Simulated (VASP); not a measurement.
Set up this calculation in VASP 6.6.1, as the native input.

```yaml
Task: single point
Functional: LDA
Potentials_or_basis: VASP PAW LDA potentials, release 64 (Pt)
Cutoff: 520 eV
k_mesh: 18 × 18 × 10
Occupations: gaussian, width 0.15 eV
Spin: no spin polarisation
Dipole_correction: no
Further_INCAR_settings: ALGO = Fast; EDIFF = 1e-06; NBANDS = 17
```

The structure of Pt lies in POSCAR:

```
Pt
1.0
    2.7081940711      0.0000000000      0.0000000000
   -1.3540970355      2.3453648639      0.0000000000
    0.0000000000      0.0000000000      4.6773974959
Pt
2
Direct
    0.6666666667      0.3333333333      0.7500000000
    0.3333333333      0.6666666667      0.2500000000
```

This isn't the form of Pt at room conditions, which is fcc.

These files were run (other wordings do the same):

INCAR

```
SYSTEM = Pt
PREC = Accurate ; ENCUT = 520
EDIFF = 1E-6 ; ISMEAR = 0
SIGMA = 0.15 ; LREAL = .FALSE.
LASPH = .TRUE. ; NELM = 100
ALGO = Fast ; ISIF = 2
LWAVE = .FALSE. ; LCHARG = .FALSE.
GGA = CA ; NBANDS = 17
```

KPOINTS

```
Automatic mesh
0
G
  18 18 10
  0 0 0
```

Potentials or basis: VASP PAW LDA potentials, release 64 (Pt).

The run is started by

```console
$ cat potpaw_LDA.64/Pt/POTCAR > POTCAR
$ mpirun -np 1 vasp_std > vasp.out
```

Results of the run:

```json
{"Pressure": "0.9 GPa", "Band gap on the k mesh": "zero (bands 10 and 11 overlap by 1.42 eV)"}
```

Caveat: spin-orbit coupling is left out, which moves the levels of the heavy elements.

It took 3.3 min on 1 thread of Intel Xeon 8259CL, on a shared host, peak memory 0.2 GiB.
